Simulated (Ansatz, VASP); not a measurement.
## One calculation of Sr, two programs

```
Sr
1.0
     0.00000    2.92675    2.92675
     2.92675    0.00000    2.92675
     2.92675    2.92675    0.00000
Sr
1
Cartesian
  0.0000 0.0000 0.0000
```

Alike in both runs: task single point; functional PBEsol; k mesh 15 × 15 × 15; occupations fermi-dirac, width 0.1 eV; no spin polarisation.

|  | VASP | Ansatz |
| --- | --- | --- |
| version | VASP 6.6.1 | Ansatz 0.2.0 |
| potentials or method | VASP PAW PBE potentials, release 64 (Sr_sv), cutoff 520 eV | plane waves (420 eV) with PAW, scalar-relativistic |
| valence electrons in the cell | 10 | 10 |

|  | VASP | Ansatz | Ansatz less VASP |
| --- | --- | --- | --- |
| pressure (GPa) | 0.5 | 0.5 | -0.02 |

VASP's potentials were made for PBE, not for PBEsol, and Ansatz warns of the same on its side.
